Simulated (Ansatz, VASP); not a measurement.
**Y in VASP and in Ansatz**

```
CELL_PARAMETERS angstrom
0.00000 2.21399 3.13059
2.21399 0.00000 3.13059
2.21399 2.21399 0.00000
ATOMIC_POSITIONS crystal
Y 0.00000 0.00000 0.00000
```

Alike in both runs: task single point; functional PBEsol; k mesh 18 × 18 × 18; occupations gaussian, width 0.15 eV; no spin polarisation.

```csv
,VASP,Ansatz
version,VASP 6.6.1,Ansatz 0.2.0
potentials or method,"VASP PAW PBE potentials, release 64 (Y_sv), cutoff 520 eV","scalar-relativistic, plane waves, PAW"
valence electrons in the cell,11,11
```

Ansatz gave:

- gap on the k mesh at the Fermi level (eV): none
- pressure (GPa): 0.6
- traceless stress, the component that is largest in VASP (GPa): -9.38

**Question.** Which values does VASP return?

**Answer.** gap on the k mesh at the Fermi level (eV): none; pressure (GPa): 0.6; traceless stress, the component that is largest in VASP (GPa): -9.42.

VASP's potentials were made for PBE, not for PBEsol. A gap of «none» marks a metal or a gap that the smearing closes.
